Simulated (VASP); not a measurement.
# Y3F2 (Pmmm) in VASP: relaxation of cell and atoms with PBE

Aim: the relaxation of cell and atoms of Y3F2 with PBE.

All numbers are computed with VASP 6.6.1; they aren't measurements. Logs are shortened: lines on timing, memory, paths and dates and some standing lists are left out, and cuts for length are marked.

## (1) The cell of the first run

Symmetry: Pmmm, No. 47, orthorhombic system. The conventional cell has a = 4.132 Å, b = 4.367 Å, c = 6.396 Å, α = 90.00°, β = 90.00°, γ = 90.00°. Y (site symmetry mm2) has 8 F at 3.01 to 3.81 Å and 10 Y at 3.04 to 4.37 Å within 4.4 Å. Y (site symmetry mmm) has 4 F at 3.26 Å and 12 Y at 3.44 to 4.37 Å within 4.4 Å. Within 1.8 Å of F (site symmetry 2mm) lie 1 F at 1.31 Å.

The cell was generated, and may not be a known phase.

## (2) Relaxation of cell and atoms, PBE

INCAR reads:

```
PREC = Accurate
ENCUT = 1350
EDIFF = 1E-7
ISMEAR = 0
SIGMA = 0.2
LREAL = False
LASPH = True
NELM = 120
ALGO = Normal
ISIF = 3
LWAVE = False
LCHARG = False
GGA = PE
IBRION = 2
NSW = 36
EDIFFG = -0.08
GGA_COMPAT = False
NELMIN = 4
```

KPOINTS reads:

```
regular mesh
0
Gamma
  4 4 3
```

POSCAR reads:

```
Y3F2
1.0
    4.1315812500      0.0000000000      0.0000000000
    0.0000000000      4.3672115400      0.0000000000
    0.0000000000      0.0000000000      6.3959863900
Y F
3 2
Direct
    0.5000000000      0.5000000000      0.2627238300
    0.5000000000      0.5000000000      0.7372761700
    0.0000000000      0.0000000000      0.0000000000
    0.8408632800      0.0000000000      0.5000000000
    0.1591367200      0.0000000000      0.5000000000
```

Potentials or basis: VASP PAW PBE potentials, release 64 (Y_sv, F_h).

The run is started by

```sh
> cat potpaw_PBE.64/Y_sv/POTCAR potpaw_PBE.64/F_h/POTCAR > POTCAR
> mpirun -np 1 vasp_std > vasp.out
```

OUTCAR:

```text
PREC = Accurate
   ENCUT = 1350
   EDIFF = 1E-7
   ISMEAR = 0
   LREAL = False
   LASPH = True
   NELM = 120
   ISIF = 3
   GGA = PE
   IBRION = 2
   NSW = 36
   EDIFFG = -0.08
   NELMIN = 4

 ion  position               nearest neighbor table
   1  0.500  0.500  0.263-   2 3.04   2 3.36   3 3.44   3 3.44   3 3.44   3 3.44
   2  0.500  0.500  0.737-   1 3.04   1 3.36   3 3.44   3 3.44   3 3.44   3 3.44
   3  0.000  0.000  0.000-   1 3.44   2 3.44   1 3.44   2 3.44   1 3.44   2 3.44   1 3.44   2 3.44

   4  0.841  0.000  0.500-   5 1.31
   5  0.159  0.000  0.500-   4 1.31

  LATTYP: Found a simple orthorhombic cell.
 ALAT       =     4.1315812500
 B/A-ratio  =     1.0570315034
 C/A-ratio  =     1.5480722762

  Lattice vectors:

 A1 = (   4.1315812500,   0.0000000000,   0.0000000000)
 A2 = (   0.0000000000,   4.3672115400,   0.0000000000)
 A3 = (   0.0000000000,   0.0000000000,   6.3959863900)

Analysis of symmetry for initial positions (statically):
=====================================================================
 Subroutine PRICEL returns:
 Original cell was already a primitive cell.

 Routine SETGRP: Setting up the symmetry group for a
 simple orthorhombic supercell.

 Subroutine GETGRP returns: Found  8 space group operations
 (whereof  8 operations were pure point group operations)
 out of a pool of  8 trial point group operations.

The static configuration has the point symmetry D_2h.

Analysis of symmetry for dynamics (positions and initial velocities):
=====================================================================
 Subroutine PRICEL returns:
 Original cell was already a primitive cell.

 Routine SETGRP: Setting up the symmetry group for a
 simple orthorhombic supercell.

 Subroutine GETGRP returns: Found  8 space group operations
 (whereof  8 operations were pure point group operations)
 out of a pool of  8 trial point group operations.

The dynamic configuration has the point symmetry D_2h.

 Subroutine INISYM returns: Found  8 space group operations
 (whereof  8 operations are pure point group operations),
 and found     1 'primitive' translations

----------------------------------------------------------------------------------------

                                     Primitive cell

  volume of cell :     115.4059

  direct lattice vectors                    reciprocal lattice vectors
     4.131581250  0.000000000  0.000000000     0.242038082  0.000000000  0.000000000
     0.000000000  4.367211540  0.000000000     0.000000000  0.228979062  0.000000000
     0.000000000  0.000000000  6.395986390     0.000000000  0.000000000  0.156348050

  length of vectors
     4.131581250  4.367211540  6.395986390     0.242038082  0.228979062  0.156348050

  position of ions in fractional coordinates (direct lattice)
     0.500000000  0.500000000  0.262723830
     0.500000000  0.500000000  0.737276170
     0.000000000  0.000000000  0.000000000
     0.840863280  0.000000000  0.500000000
     0.159136720  0.000000000  0.500000000

  ion indices of the primitive-cell ions
   primitive index   ion index
                 1           1
                 2           2
                 3           3
                 4           4
                 5           5

----------------------------------------------------------------------------------------

 KPOINTS: regular mesh

Automatic generation of k-mesh.
 Grid dimensions read from file:
 generate k-points for:    4    4    3

 Generating k-lattice:

  Cartesian coordinates                     Fractional coordinates (reciprocal lattice)
     0.060509520  0.000000000  0.000000000     0.250000000  0.000000000  0.000000000
     0.000000000  0.057244765  0.000000000     0.000000000  0.250000000  0.000000000
     0.000000000  0.000000000  0.052116017     0.000000000  0.000000000  0.333333333

  Length of vectors
     0.060509520  0.057244765  0.052116017

  Shift w.r.t. Gamma in fractional coordinates (k-lattice)
     0.000000000  0.000000000  0.000000000

 Subroutine IBZKPT returns following result:
 ===========================================

 Found     18 irreducible k-points:

 Following reciprocal coordinates:
            Coordinates               Weight
  0.000000  0.000000  0.000000      1.000000
  0.250000  0.000000  0.000000      2.000000
  0.500000  0.000000  0.000000      1.000000
  0.000000  0.250000  0.000000      2.000000
  0.250000  0.250000  0.000000      4.000000
  0.500000  0.250000  0.000000      2.000000
[... 10 lines left out ...]
  0.250000  0.500000  0.333333      4.000000
  0.500000  0.500000  0.333333      2.000000
   k-points           NKPTS =     18   k-points in BZ     NKDIM =     18   number of bands    NBANDS=     28
   number of dos      NEDOS =    301   number of ions     NIONS =      5
   total plane-waves  NPLWV = 216000
   dimension x,y,z NGX =    50 NGY =   54 NGZ =   80
   dimension x,y,z NGXF=   100 NGYF=  108 NGZF=  160
   ions per type =               3   2
   NGX,Y,Z   is equivalent  to a cutoff of  20.12, 20.56, 20.79 a.u.
   NGXF,Y,Z  is equivalent  to a cutoff of  40.24, 41.11, 41.59 a.u.
 SYSTEM =  unknown system
   PREC   = accura    normal or accurate (medium, high low for compatibility)
   ISTART =      0    job   : 0-new  1-cont  2-samecut
   ICHARG =      2    charge: 1-file 2-atom 10-const
   ISPIN  =      1    spin polarized calculation?
   LNONCOLLINEAR =      F non collinear calculations
   LSORBIT =      F    spin-orbit coupling
   LASPH  =      T    aspherical Exc in radial PAW
   ENCUT  = 1350.0 eV  99.22 Ry    9.96 a.u.  12.38 13.08 19.16*2*pi/ulx,y,z
   NELM   =    120;   NELMIN=  4; NELMDL= -5     # of ELM steps
   EDIFF  = 0.1E-06   stopping-criterion for ELM
   LREAL  =      F    real-space projection
   EDIFFG = -.8E-01   stopping-criterion for IOM
   NSW    =     36    number of steps for IOM
   IBRION =      2    ionic relax: 0-MD 1-quasi-New 2-CG
   NFREE  =      1    steps in history (QN), initial steepest desc. (CG)
   ISIF   =      3    stress and relaxation
   ISYM   =      2    0-nonsym 1-usesym 2-fastsym
   POTIM  = 0.5000    time-step for ionic-motion
   TEBEG  =    0.0;   TEEND  =   0.0 temperature during run
   PSTRESS=    0.0 pullay stress
   NELECT =      47.0000    total number of electrons
   NUPDOWN=      -1.0000    fix difference up-down
   EMIN   =  10.00;   EMAX   =-10.00  energy-range for DOS
   EFERMI =   0.00;   METHOD = LEGACY
   ISMEAR =     0;   SIGMA  =   0.20  broadening in eV -4-tet -1-fermi 0-gaus
   EFERMI_NEDOS =   21; number of points for ismear=-14 and -15
   IALGO  =     38    algorithm
   IMIX   =      4    mixing-type and parameters
     AMIX     =   0.40;   BMIX     =  1.00
     AMIX_MAG =   1.60;   BMIX_MAG =  1.00
  volume/ion in A,a.u.               =      23.08       155.76
  Fermi-wavevector in a.u.,A,eV,Ry     =   1.213477  2.293138 20.034927  1.472526
  Thomas-Fermi vector in A             =   2.348927
   LORBIT       =      0    0 simple, 1 ext, 2 COOP (PROOUT), +10 PAW based schemes
   GGA     = PE    functional components
   LHFCALC =     F    Hartree Fock is set to
   AEXX    =    0.0000 exact exchange contribution
   IVDW    =     0    specifies the selected vdW correction
   LEPSILON=     F    determine dielectric tensor
   LRPA    =     F    only Hartree local field effects (RPA)
 conjugate gradient relaxation of ions
 non-spin polarized calculation
 Gauss-broadening in eV      SIGMA  =   0.20
  energy-cutoff  :     1350.00
  volume of cell :      115.41
 maximum number of plane-waves:     13036
 NGX is ok and might be reduce to    50
   NGX = 25   NGY = 27   NGZ = 39

--------------------------------------- Ionic step        1  -------------------------------------------

 number of electron      47.0000000 magnetization

 Free energy of the ion-electron system (eV)
  ---------------------------------------------------
  ext. energy  EPLUGINS =         0.00000000
  ---------------------------------------------------
  free energy    TOTEN  =       -20.50496632 eV

  energy without entropy =      -20.38558572  energy(sigma->0) =      -20.44527602

------------------------ aborting loop because EDIFF is reached ----------------------------------------

  FORCE on cell =-STRESS in cart. coord.  units (eV):
  Direction    XX          YY          ZZ          XY          YZ          ZX
  --------------------------------------------------------------------------------------
  -------------------------------------------------------------------------------------
  Total       26.0232230     -1.0658989      4.3510583      0.0000000      0.0000000      0.0000000
  in kB      361.2797407    -14.7978476     60.4056309      0.0000000      0.0000000      0.0000000
  external PRESSURE =     135.6291747 kB  Pullay stress =       0.0000000 kB
[... 98 lines left out ...]
  FREE ENERGIE OF THE ION-ELECTRON SYSTEM (eV)
  ---------------------------------------------------
  free  energy   TOTEN  =       -28.0860857826 eV

  energy  without entropy=      -27.9989554771  energy(sigma->0) =      -28.04252063

 E-fermi :   4.0084     XC(G=0):  -9.7755

 val. band max:        3.9945330992   @ k =   0.5000   0.5000   0.3333
 cond. band min:       4.0476569946   @ k =   0.0000   0.5000   0.0000
 fundamental gap:      0.0531238954
 Fermi energy:         4.0084076742

 k-point     1 :       0.0000    0.0000    0.0000
  band No.  band energies     occupation
      1     -39.1826      2.00000
      2     -38.9892      2.00000
      3     -38.6833      2.00000
      4     -21.8013      2.00000
      5     -21.1744      2.00000
      6     -19.3878      2.00000
[... 547 lines left out ...]
     27       5.2262      0.00000
     28       5.5060      0.00000

[... ionic steps 4 to 14 ...]

--------------------------------------- Ionic step       15  -------------------------------------------

 number of electron      47.0000000 magnetization

------------------------ aborting loop because EDIFF is reached ----------------------------------------

  FORCE on cell =-STRESS in cart. coord.  units (eV):
  Direction    XX          YY          ZZ          XY          YZ          ZX
  --------------------------------------------------------------------------------------
  -------------------------------------------------------------------------------------
  Total        0.1184105     -0.0986309     -0.4224432      0.0000000      0.0000000      0.0000000
  in kB        1.6268723     -1.3551157     -5.8040541      0.0000000      0.0000000      0.0000000
  external PRESSURE =      -1.8440992 kB  Pullay stress =       0.0000000 kB
[... 63 lines left out ...]
  energy  without entropy=      -30.4838152857  energy(sigma->0) =      -30.53979308

--------------------------------------- Ionic step       17  -------------------------------------------

 number of electron      47.0000000 magnetization

 Free energy of the ion-electron system (eV)
  ---------------------------------------------------
  ext. energy  EPLUGINS =         0.00000000
  ---------------------------------------------------
  free energy    TOTEN  =       -30.59564358 eV

  energy without entropy =      -30.48373106  energy(sigma->0) =      -30.53968732

 E-fermi :   3.3761     XC(G=0):  -9.3043

 val. band max:        3.3609883379   @ k =   0.2500   0.5000   0.0000
 cond. band min:       3.3805885275   @ k =   0.5000   0.5000   0.3333
 fundamental gap:      0.0196001896
 Fermi energy:         3.3761435367

 k-point     1 :       0.0000    0.0000    0.0000
  band No.  band energies     occupation
      1     -39.9264      2.00000
      2     -39.8143      2.00000
      3     -39.5407      2.00000
      4     -22.1442      2.00000
      5     -21.5425      2.00000
      6     -19.9107      2.00000
[... 579 lines left out ...]
  FREE ENERGIE OF THE ION-ELECTRON SYSTEM (eV)
  ---------------------------------------------------
  free  energy   TOTEN  =       -30.5956435810 eV

  energy  without entropy=      -30.4837310595  energy(sigma->0) =      -30.53968732

 reached required accuracy - stopping structural energy minimisation
```

It took 47 min on 1 thread of Intel Xeon 6975P-C (Granite Rapids), shared host; peak memory 0.77 GiB.

What came out:

* Free energy: -30.5956 eV
* Relaxed volume: 23.40 Å³/atom
* Relaxed cell: a = 5.499 Å, b = 3.380 Å, c = 6.295 Å, α = 90.00°, β = 90.00°, γ = 90.00°
* Space group after relaxing (to 0.1 Å): Pmmm (No. 47)
* Pressure after relaxing: -0.2 GPa
* Largest force after relaxing: 0.056 eV/Å
* Band gap on the k mesh: zero (an odd number of electrons rules out a gap without spin polarisation)

Forces in eV/Å, atoms in the order of the input:
```
Y    0.000  0.000 -0.056
Y    0.000  0.000  0.056
Y    0.000  0.000  0.000
F    0.027  0.000  0.000
F   -0.027  0.000  0.000
```

Final structure:
```cif
data_structure
_symmetry_space_group_name_H-M 'P 1'
_symmetry_Int_Tables_number 1
_cell_length_a 5.4986
_cell_length_b 3.3796
_cell_length_c 6.2953
_cell_angle_alpha 90.000
_cell_angle_beta 90.000
_cell_angle_gamma 90.000
_cell_volume 116.99
loop_
_atom_site_label
_atom_site_type_symbol
_atom_site_fract_x
_atom_site_fract_y
_atom_site_fract_z
_atom_site_occupancy
Y1 Y 0.50000 0.50000 0.25739 1
Y2 Y 0.50000 0.50000 0.74261 1
Y3 Y 0.00000 0.00000 0.00000 1
F1 F 0.71365 0.00000 0.50000 1
F2 F 0.28635 0.00000 0.50000 1
```

Caveat: the k points lie up to 0.46 Å⁻¹ apart in the final cell, too coarse for converged energies and pressures of a metal; a cell axis changed by over 15 % at a fixed basis, so the end point is rough; the relaxation stopped at a loose force limit of 0.08 eV/Å, so its end isn't a converged minimum.
